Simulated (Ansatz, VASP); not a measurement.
BaTiO3 in VASP and in Ansatz

```xyz
5
Lattice="4.0451 0.0000 0.0000 0.0000 4.0451 0.0000 0.0000 0.0000 4.2648" Properties=species:S:1:pos:R:3 pbc="T T T"
Ba    0.0000    0.0000    4.2065
Ti    2.0226    2.0226    2.0006
O     2.0226    2.0226    0.1614
O     2.0226    0.0000    2.2065
O     0.0000    2.0226    2.2065
```

Change from the starting cell: strain +0.015 along x and y, +0.015 along z, atoms carried along.

Alike in both runs: task single point; functional PBE; k mesh 8 × 8 × 6; occupations gaussian, width 0.05 eV; no spin polarisation.

|  | VASP | Ansatz |
| --- | --- | --- |
| version | VASP 6.6.1 | Ansatz 0.2.0 |
| potentials or method | VASP PAW PBE potentials, release 64 (Ba_sv, Ti_sv, O), cutoff 520 eV | scalar-relativistic, plane waves, PAW |
| valence electrons in the cell | 40 | 40 |

|  | VASP | Ansatz | Ansatz less VASP |
| --- | --- | --- | --- |
| gap on the k mesh at the Fermi level (eV) | 1.69 | 1.74 | +0.051 |
| least direct gap on the mesh (eV) | 2.26 | 2.29 | +0.033 |
| pressure (GPa) | -4.9 | -6.3 | -1.34 |
| traceless stress, the component that is largest in VASP (GPa) | 0.16 | 0.13 | -0.028 |
| rms of the force components (eV/Å) | 0.154 | 0.182 | +0.0277 |

Atom by atom the forces differ by 0.031 eV/Å (rms over components).

Neither program's run includes spin-orbit coupling.
